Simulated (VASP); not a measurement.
Write the native input for VASP 6.6.1 that does the following.

* Task: single point
* Functional: PBE
* Potentials or basis: VASP PAW PBE potentials, release 64 (B, Bi_d, Br)
* Cutoff: 520 eV
* k mesh: 8 × 8 × 8
* Occupations: gaussian, width 0.1 eV
* Spin: no spin polarisation
* Dipole correction: no
* Further INCAR settings: ALGO = Fast; EDIFF = 1e-07; NBANDS = 32

The structure of Bi2B3Br lies in POSCAR:

```
Bi2B3Br
1.0
    5.7486135162      0.0000000000      0.0000000000
    0.0000000000      5.7486135162      0.0000000000
    0.0000000000      0.0000000000      4.6952674226
B Bi Br
3 2 1
Direct
    0.0000000000      0.0000000000      0.8338054194
    0.0000000000      0.0000000000      0.1661945806
    0.0000000000      0.0000000000      0.5000000000
    0.0000000000      0.5000000000      0.0000000000
    0.5000000000      0.0000000000      0.0000000000
    0.5000000000      0.5000000000      0.0000000000
```

The cell was generated, and may not be a known phase.

The input as run:

INCAR

```
PREC = Accurate ; ENCUT = 520
EDIFF = 1E-7 ; ISMEAR = 0
SIGMA = 0.1 ; LREAL = False
LASPH = True ; NELM = 100
ALGO = Fast ; ISIF = 2
LWAVE = False ; LCHARG = True
GGA = PE ; LELF = True
LVHAR = True ; NBANDS = 32
```

KPOINTS

```
Automatic mesh
0
Gamma
  8 8 8
```

Potentials or basis: VASP PAW PBE potentials, release 64 (B, Bi_d, Br).

Run with:

```bash
$ cat potpaw_PBE.64/B/POTCAR potpaw_PBE.64/Bi_d/POTCAR potpaw_PBE.64/Br/POTCAR > POTCAR
$ mpirun -np 1 vasp_std > vasp.out
```

It gave:

```yaml
Pressure: -0.1 GPa
Band_gap_on_the_k_mesh: zero (bands 23 and 24 overlap by 1.69 eV)
```

Caveat: spin-orbit coupling is left out, which moves the levels of the heavy elements.

It took 11 min on 1 thread of Oxide Virtual Turin-like Processor, with other jobs on the host, peak memory 0.47 GiB.
